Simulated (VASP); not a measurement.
A run of VASP 6.6.1:

INCAR

```
  ALGO = Normal
  EDIFF = 1E-6
  ENCUT = 520
  GGA = CA
  ISIF = 2
  ISMEAR = 0
  LASPH = T
  LCHARG = T
  LELF = T
  LREAL = F
  LVHAR = T
  LWAVE = F
  NBANDS = 26
  NELM = 80
  PREC = Accurate
  SIGMA = 0.05
```

File KPOINTS:

```
k-points
0
Gamma
  9 9 4
```

The input POSCAR:

```
ZnO
1.0
    3.2879671587      0.0000000000      0.0000000000
   -1.6439835793      2.8474630862      0.0000000000
    0.0000000000      0.0000000000      6.9165281095
Zn O
2 2
Direct
    0.0000000000      0.0000000000      0.7500000000
    0.0000000000      0.0000000000      0.2500000000
    0.3333333333      0.6666666667      0.2500000000
    0.6666666667      0.3333333333      0.7500000000
```

Potentials or basis: VASP PAW LDA potentials, release 64 (Zn, O).

The run is started by

```sh
$ cat potpaw_LDA.64/Zn/POTCAR potpaw_LDA.64/O/POTCAR > POTCAR
$ mpirun -np 1 vasp_std > vasp.out
```

Hardware: 1 thread of Intel Xeon 8259CL, with other jobs on the host.

Problem. Estimate the wall time of this run.

Solution. Wall time 52 s on 1 thread of Intel Xeon 8259CL, with other jobs on the host, peak memory 0.18 GiB. Counts: scf iterations 15, k points 36.
